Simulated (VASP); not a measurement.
Set up this calculation in VASP 6.6.1, as the native input.

| Item | Value |
| --- | --- |
| Task | single point |
| Functional | PBE |
| Dispersion | D3(BJ) |
| Potentials or basis | VASP PAW PBE potentials, release 64 (Sn_d, O) |
| Cutoff | 520 eV |
| k mesh | 9 × 9 × 2 |
| Occupations | gaussian, width 0.05 eV |
| Spin | no spin polarisation |
| Dipole correction | no |
| Further INCAR settings | ALGO = Normal; EDIFF = 1e-06; NBANDS = 49 |

The structure of SnO2 lies in POSCAR:

```
SnO2
1.0
   -3.2372529198      0.0000000000      0.0000000000
   -1.6186264599     -2.8035432670      0.0000000000
   -0.4855879380     -0.2803543268     13.6754773976
Sn O
3 6
Direct
    0.6195931794      0.6195931794      0.4707348724
    0.9843098837     -0.0156901163      0.1569011630
    0.2548764752      0.2548764752      0.7845685818
    0.6437332666      0.6437332666      0.2293340005
    0.9142998581     -0.0857001419      0.8570014193
    0.2790165623      0.2790165623      0.5431677099
    0.5954530922      0.5954530922      0.7121357442
    0.9601697965     -0.0398302035      0.3983020348
    0.3248865008      0.3248865008      0.0844683255
```

The input as run:

INCAR

```
SYSTEM = SnO2
PREC = Accurate
ENCUT = 520
EDIFF = 1E-6
ISMEAR = 0
SIGMA = 0.05
LREAL = .FALSE.
LASPH = .TRUE.
NELM = 80
ALGO = Normal
ISIF = 2
LWAVE = .FALSE.
LCHARG = .FALSE.
GGA = PE
IVDW = 12
NBANDS = 49
```

KPOINTS

```
Automatic mesh
0
G
  9 9 2
  0 0 0
```

Potentials or basis: VASP PAW PBE potentials, release 64 (Sn_d, O).

Command:

```bash
$ cat potpaw_PBE.64/Sn_d/POTCAR potpaw_PBE.64/O/POTCAR > POTCAR
$ mpirun -np 1 vasp_std > vasp.out
```

Results of the run:

- Pressure: 0.2 GPa
- Largest force: 0.258 eV/Å
- Band gap on the k mesh: 1.77 eV, indirect (least direct gap 1.84 eV)
- Dispersion energy per atom: -0.189 eV

Caveat: spin-orbit coupling is left out, which moves the levels of the heavy elements.

Run time: 2.1 min on 1 thread of Intel(R) Xeon(R) Platinum 8559C (Emerald Rapids), with other jobs on the host, peak memory 0.39 GiB.
